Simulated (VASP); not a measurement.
# SiO2 (P4_2/mnm) in VASP: a series of runs

The runs below take SiO2 through single point, with PBE.

All numbers are computed with VASP 6.6.1; they aren't measurements. Logs are shortened: lines on timing, memory, paths and dates and some standing lists are left out, and cuts for length are marked.

### Step 1. The cell of the first run

The structure is tetragonal, space group P4_2/mnm (No. 136). Conventional cell: a = 4.141 Å, b = 4.141 Å, c = 2.851 Å, α = 90.00°, β = 90.00°, γ = 90.00°. Within 2.4 Å of Si (site symmetry mmm) lie 6 O at 1.80 to 1.82 Å. O (site symmetry m2m) has 3 Si at 1.80 to 1.82 Å and 1 O at 2.26 Å within 2.4 Å.

### Step 2. Single point, PBE

INCAR

```
SYSTEM = SiO2
ALGO     = Normal         ! electronic algorithm
EDIFF    = 1E-6           ! SCF threshold, eV
ENCUT    = 520            ! plane-wave cutoff, eV
GGA      = PE             ! functional
ISIF     = 2              ! what is computed and relaxed
ISMEAR   = 0              ! smearing method
LASPH    = .True.         ! aspherical terms in the spheres
LCHARG   = .False.        ! write CHGCAR
LREAL    = .False.        ! projectors in reciprocal space
LWAVE    = .False.        ! write WAVECAR
NBANDS   = 25             ! bands
NELM     = 60             ! most SCF steps
PREC     = Accurate       ! precision mode
SIGMA    = 0.05           ! smearing width, eV
```

KPOINTS

```
k-points
0
Gamma
  6 6 8
  0 0 0
```

POSCAR

```
SiO2
1.0
    4.1406000000      0.0000000000      0.0000000000
    0.0000000000      4.1406000000      0.0000000000
    0.0000000000      0.0000000000      2.8512000000
Si O
2 4
Direct
    0.5000000000      0.5000000000      0.5000000000
    0.0000000000      0.0000000000      0.0000000000
    0.6930127928      0.6930127928      0.0000000000
    0.1930127928      0.8069872072      0.5000000000
    0.3069872072      0.3069872072      0.0000000000
    0.8069872072      0.1930127928      0.5000000000
```

Potentials or basis: VASP PAW PBE potentials, release 64 (Si, O).

On the command line:

```console
cat potpaw_PBE.64/Si/POTCAR potpaw_PBE.64/O/POTCAR > POTCAR
mpirun -np 1 vasp_std > vasp.out
```

OUTCAR:

```text
SYSTEM = SiO2
   EDIFF = 1E-6
   ENCUT = 520
   GGA = PE
   ISIF = 2
   ISMEAR = 0
   LASPH = .True.
   LREAL = .False.
   NELM = 60
   PREC = Accurate

 ion  position               nearest neighbor table
   1  0.500  0.500  0.500-   4 1.80   6 1.80   5 1.82   3 1.82   3 1.82   5 1.82
   2  0.000  0.000  0.000-   3 1.80   5 1.80   4 1.82   6 1.82   4 1.82   6 1.82
   3  0.693  0.693  0.000-   2 1.80   1 1.82   1 1.82
   4  0.193  0.807  0.500-   1 1.80   2 1.82   2 1.82
   5  0.307  0.307  0.000-   2 1.80   1 1.82   1 1.82
   6  0.807  0.193  0.500-   1 1.80   2 1.82   2 1.82

  LATTYP: Found a simple tetragonal cell.
 ALAT       =     4.1406000000
 C/A-ratio  =     0.6885958557

  Lattice vectors:

 A1 = (   4.1406000000,   0.0000000000,   0.0000000000)
 A2 = (   0.0000000000,   4.1406000000,   0.0000000000)
 A3 = (   0.0000000000,   0.0000000000,   2.8512000000)

Analysis of symmetry for initial positions (statically):
=====================================================================
 Subroutine PRICEL returns:
 Original cell was already a primitive cell.

 Routine SETGRP: Setting up the symmetry group for a
 simple tetragonal supercell.

 Subroutine GETGRP returns: Found 16 space group operations
 (whereof  8 operations were pure point group operations)
 out of a pool of 16 trial point group operations.

The static configuration has the point symmetry D_2h.
 The point group associated with its full space group is D_4h.

Analysis of symmetry for dynamics (positions and initial velocities):
=====================================================================
 Subroutine PRICEL returns:
 Original cell was already a primitive cell.

 Routine SETGRP: Setting up the symmetry group for a
 simple tetragonal supercell.

 Subroutine GETGRP returns: Found 16 space group operations
 (whereof  8 operations were pure point group operations)
 out of a pool of 16 trial point group operations.

The dynamic configuration has the point symmetry D_2h.
 The point group associated with its full space group is D_4h.

 Subroutine INISYM returns: Found 16 space group operations
 (whereof  8 operations are pure point group operations),
 and found     1 'primitive' translations

----------------------------------------------------------------------------------------

                                     Primitive cell

  volume of cell :      48.8826

  direct lattice vectors                    reciprocal lattice vectors
     4.140600000  0.000000000  0.000000000     0.241510892  0.000000000  0.000000000
     0.000000000  4.140600000  0.000000000     0.000000000  0.241510892  0.000000000
     0.000000000  0.000000000  2.851200000     0.000000000  0.000000000  0.350729517

  length of vectors
     4.140600000  4.140600000  2.851200000     0.241510892  0.241510892  0.350729517

  position of ions in fractional coordinates (direct lattice)
     0.500000000  0.500000000  0.500000000
     0.000000000  0.000000000  0.000000000
     0.693012793  0.693012793  0.000000000
     0.193012793  0.806987207  0.500000000
     0.306987207  0.306987207  0.000000000
     0.806987207  0.193012793  0.500000000

  ion indices of the primitive-cell ions
   primitive index   ion index
                 1           1
                 2           2
                 3           3
                 4           4
                 5           5
                 6           6

----------------------------------------------------------------------------------------

 KPOINTS: k-points

Automatic generation of k-mesh.
 Grid dimensions read from file:
 generate k-points for:    6    6    8

 Generating k-lattice:

  Cartesian coordinates                     Fractional coordinates (reciprocal lattice)
     0.040251815  0.000000000  0.000000000     0.166666667  0.000000000  0.000000000
     0.000000000  0.040251815  0.000000000     0.000000000  0.166666667  0.000000000
     0.000000000  0.000000000  0.043841190     0.000000000  0.000000000  0.125000000

  Length of vectors
     0.040251815  0.040251815  0.043841190

  Shift w.r.t. Gamma in fractional coordinates (k-lattice)
     0.000000000  0.000000000  0.000000000

 Subroutine IBZKPT returns following result:
 ===========================================

 Found     50 irreducible k-points:

 Following reciprocal coordinates:
            Coordinates               Weight
  0.000000  0.000000  0.000000      1.000000
  0.166667  0.000000  0.000000      4.000000
  0.333333  0.000000  0.000000      4.000000
  0.500000  0.000000  0.000000      2.000000
  0.166667  0.166667  0.000000      4.000000
  0.333333  0.166667  0.000000      8.000000
[... 16 lines left out ...]
  0.333333  0.000000  0.250000      8.000000
  0.500000  0.000000  0.250000      4.000000
 [... further k-points ...]
   k-points           NKPTS =     50   k-points in BZ     NKDIM =     50   number of bands    NBANDS=     25
   number of dos      NEDOS =    301   number of ions     NIONS =      6
   total plane-waves  NPLWV =  24576
   dimension x,y,z NGX =    32 NGY =   32 NGZ =   24
   dimension x,y,z NGXF=    64 NGYF=   64 NGZF=   48
   ions per type =               2   4
   NGX,Y,Z   is equivalent  to a cutoff of  12.85, 12.85, 13.99 a.u.
   NGXF,Y,Z  is equivalent  to a cutoff of  25.70, 25.70, 27.99 a.u.
 SYSTEM =  SiO2
   PREC   = accura    normal or accurate (medium, high low for compatibility)
   ISTART =      0    job   : 0-new  1-cont  2-samecut
   ICHARG =      2    charge: 1-file 2-atom 10-const
   ISPIN  =      1    spin polarized calculation?
   LNONCOLLINEAR =      F non collinear calculations
   LSORBIT =      F    spin-orbit coupling
   LASPH  =      T    aspherical Exc in radial PAW
   ENCUT  =  520.0 eV  38.22 Ry    6.18 a.u.   7.70  7.70  5.30*2*pi/ulx,y,z
   NELM   =     60;   NELMIN=  2; NELMDL= -5     # of ELM steps
   EDIFF  = 0.1E-05   stopping-criterion for ELM
   LREAL  =      F    real-space projection
   EDIFFG = 0.1E-04   stopping-criterion for IOM
   NSW    =      0    number of steps for IOM
   IBRION =     -1    ionic relax: 0-MD 1-quasi-New 2-CG
   NFREE  =      0    steps in history (QN), initial steepest desc. (CG)
   ISIF   =      2    stress and relaxation
   ISYM   =      2    0-nonsym 1-usesym 2-fastsym
   POTIM  = 0.5000    time-step for ionic-motion
   TEBEG  =    0.0;   TEEND  =   0.0 temperature during run
   PSTRESS=    0.0 pullay stress
   NELECT =      32.0000    total number of electrons
   NUPDOWN=      -1.0000    fix difference up-down
   EMIN   =  10.00;   EMAX   =-10.00  energy-range for DOS
   EFERMI =   0.00;   METHOD = LEGACY
   ISMEAR =     0;   SIGMA  =   0.05  broadening in eV -4-tet -1-fermi 0-gaus
   EFERMI_NEDOS =   21; number of points for ismear=-14 and -15
   IALGO  =     38    algorithm
   IMIX   =      4    mixing-type and parameters
     AMIX     =   0.40;   BMIX     =  1.00
     AMIX_MAG =   1.60;   BMIX_MAG =  1.00
  volume/ion in A,a.u.               =       8.15        54.98
  Fermi-wavevector in a.u.,A,eV,Ry     =   1.421478  2.686204 27.491920  2.020599
  Thomas-Fermi vector in A             =   2.542283
   LORBIT       =      0    0 simple, 1 ext, 2 COOP (PROOUT), +10 PAW based schemes
   GGA     = PE    functional components
   LHFCALC =     F    Hartree Fock is set to
   AEXX    =    0.0000 exact exchange contribution
   IVDW    =     0    specifies the selected vdW correction
   LEPSILON=     F    determine dielectric tensor
   LRPA    =     F    only Hartree local field effects (RPA)
 non-spin polarized calculation
 Gauss-broadening in eV      SIGMA  =   0.05
  energy-cutoff  :      520.00
  volume of cell :       48.88
 maximum number of plane-waves:      1344
 NGX is ok and might be reduce to    32
   NGX = 15   NGY = 15   NGZ = 11

 number of electron      31.9999989 magnetization

 Free energy of the ion-electron system (eV)
  ---------------------------------------------------
  ext. energy  EPLUGINS =         0.00000000
  ---------------------------------------------------
  free energy    TOTEN  =       -46.04069999 eV

  energy without entropy =      -46.04069999  energy(sigma->0) =      -46.04069999

 E-fermi :   7.9533     XC(G=0): -12.0520

 val. band max:        7.6317859321   @ k =   0.0000   0.0000   0.0000
 cond. band min:      12.0945789361   @ k =   0.0000   0.0000   0.0000
 fundamental gap:      4.4627930040
 Fermi energy:         7.9533150155

 k-point     1 :       0.0000    0.0000    0.0000
  band No.  band energies     occupation
      1     -14.3547      2.00000
      2     -10.8036      2.00000
      3     -10.8036      2.00000
      4     -10.5271      2.00000
      5      -2.8704      2.00000
      6       1.6953      2.00000
[... 17 lines left out ...]
     24      21.9223      0.00000
     25      23.1096      0.00000

 k-point     2 :       0.1667    0.0000    0.0000
  band No.  band energies     occupation
      1     -14.2084      2.00000
      2     -11.4117      2.00000
      3     -10.7352      2.00000
      4     -10.2321      2.00000
      5      -2.6262      2.00000
      6       1.0969      2.00000
[... 17 lines left out ...]
     24      21.3648      0.00000
     25      22.9304      0.00000

 k-point     3 :       0.3333    0.0000    0.0000
  band No.  band energies     occupation
      1     -13.7815      2.00000
      2     -12.2787      2.00000
      3     -10.5519      2.00000
      4     -10.1657      2.00000
      5      -1.9887      2.00000
      6      -0.0468      2.00000
[... 17 lines left out ...]
     24      21.1775      0.00000
     25      21.3948      0.00000

 k-point     4 :       0.5000    0.0000    0.0000
  band No.  band energies     occupation
      1     -13.1128      2.00000
      2     -13.1128      2.00000
      3     -10.3224      2.00000
      4     -10.3224      2.00000
      5      -1.1038      2.00000
      6      -1.1038      2.00000
[... 17 lines left out ...]
     24      19.8126      0.00000
     25      22.5062      0.00000
[... 477 lines left out ...]
 k-point    22 :       0.1667    0.0000    0.2500
  band No.  band energies     occupation
      1     -13.5380      2.00000
      2     -11.1742      2.00000
      3     -10.5069      2.00000
      4     -10.3561      2.00000
      5      -2.4534      2.00000
      6       0.5929      2.00000
[... 17 lines left out ...]
     24      20.8627      0.00000
     25      21.6473      0.00000

 k-point    23 :       0.3333    0.0000    0.2500
  band No.  band energies     occupation
      1     -13.1529      2.00000
      2     -11.8560      2.00000
      3     -10.4159      2.00000
      4     -10.2790      2.00000
      5      -1.6933      2.00000
      6       0.1421      2.00000
[... 17 lines left out ...]
     24      19.9612      0.00000
     25      21.1930      0.00000

 k-point    24 :       0.5000    0.0000    0.2500
  band No.  band energies     occupation
      1     -12.5625      2.00000
      2     -12.5625      2.00000
      3     -10.3194      2.00000
      4     -10.3194      2.00000
      5      -0.6670      2.00000
      6      -0.6670      2.00000
[... 17 lines left out ...]
     24      19.7675      0.00000
     25      21.1244      0.00000

 [... further k-points ...]
[... 5 lines left out ...]
  --------------------------------------------------------------------------------------
  -------------------------------------------------------------------------------------
  Total        1.3687774      1.3687774     -8.2408956      0.0000000      0.0000000      0.0000000
  in kB       44.8630876     44.8630876   -270.1038397      0.0000000      0.0000000      0.0000000
  external PRESSURE =     -60.1258882 kB  Pullay stress =       0.0000000 kB

 VOLUME and BASIS-vectors are now :
 -----------------------------------------------------------------------------
  energy-cutoff  :      520.00
  volume of cell :       48.88
      direct lattice vectors                 reciprocal lattice vectors
     4.140600000  0.000000000  0.000000000     0.241510892  0.000000000  0.000000000
     0.000000000  4.140600000  0.000000000     0.000000000  0.241510892  0.000000000
     0.000000000  0.000000000  2.851200000     0.000000000  0.000000000  0.350729517

 POSITION                                       TOTAL-FORCE (eV/Angst)
 -----------------------------------------------------------------------------------
      2.07030      2.07030      1.42560         0.000000     -0.000000     -0.000000
      0.00000      0.00000      0.00000         0.000000     -0.000000     -0.000000
      2.86949      2.86949      0.00000         0.352478      0.352478     -0.000000
      0.79919      3.34141      1.42560         0.352478     -0.352478      0.000000
      1.27111      1.27111      0.00000        -0.352478     -0.352478      0.000000
      3.34141      0.79919      1.42560        -0.352478      0.352478     -0.000000
 -----------------------------------------------------------------------------------
    total drift:                                0.000000      0.000000     -0.000000

  FREE ENERGIE OF THE ION-ELECTRON SYSTEM (eV)
  ---------------------------------------------------
  free  energy   TOTEN  =       -46.0406999902 eV

  energy  without entropy=      -46.0406999902  energy(sigma->0) =      -46.04069999
```

Wall time 34 s (1 thread of Intel Xeon Platinum 8375C at 2.90GHz (Ice Lake), shared host); peak memory 0.18 GiB.

What came out:

| Quantity | Value |
| --- | --- |
| Free energy | -46.0407 eV |
| Pressure | -6.0 GPa |
| Largest force | 0.498 eV/Å |
| Band gap on the k mesh | 4.46 eV, direct |

Forces in eV/Å, atoms in the order of the input:
```
Si   0.000  0.000  0.000
Si   0.000  0.000  0.000
O    0.352  0.352  0.000
O    0.352 -0.352  0.000
O   -0.352 -0.352  0.000
O   -0.352  0.352  0.000
```

A k mesh can miss the band edges. PBE gaps usually lie below the measured ones, often by a third to a half.

[end of part 1 of 2]
